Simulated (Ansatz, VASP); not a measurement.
## Two plane-wave programs on Si16B

```
CELL_PARAMETERS angstrom
0.00000 5.43000 5.43000
5.43000 0.00000 5.43000
5.43000 5.43000 0.00000
ATOMIC_POSITIONS crystal
Si 0.01363 0.98993 0.99577
Si 0.12632 0.12420 0.12471
Si 0.99442 0.00064 0.49710
Si 0.11858 0.13367 0.61257
Si 0.99571 0.49665 0.00011
Si 0.12335 0.60731 0.13403
Si 0.98775 0.50714 0.50668
Si 0.11807 0.62784 0.62736
Si 0.49872 0.99684 0.99519
Si 0.62999 0.11997 0.11480
Si 0.49700 0.00635 0.49615
Si 0.62113 0.12910 0.62169
Si 0.49845 0.49829 0.00212
Si 0.62257 0.62336 0.12541
Si 0.49253 0.50342 0.49973
Si 0.61377 0.63041 0.62626
B 0.30033 0.25648 0.27219
```

Alike in both runs: functional PBEsol; k mesh 2 × 2 × 2; occupations fermi-dirac, width 0.05 eV; collinear spin.

Ansatz relaxed the structure, and its values are those at the end. VASP's run is a single point on that final structure, the one shown.

|  | VASP | Ansatz |
| --- | --- | --- |
| version | VASP 6.6.1 | Ansatz 0.2.0 |
| potentials or method | VASP PAW PBE potentials, release 64 (Si, B), cutoff 520 eV | scalar-relativistic, plane waves, PAW |
| valence electrons in the cell | 67 | 67 |

```tsv
	VASP	Ansatz	Ansatz less VASP
rms of the force components (eV/Å)	0.009	0.010	+0.0016
net moment per atom (μB)	0.00	0.00	0.000
```

VASP's potentials were made for PBE, not for PBEsol, and Ansatz warns of the same on its side. The functional is the same, so the differences come from potentials, cutoffs and numerics. Ansatz's warnings: filled band counts differ across k points, seeded moment not kept.

The k mesh is coarse, so the values compare programs but aren't converged.
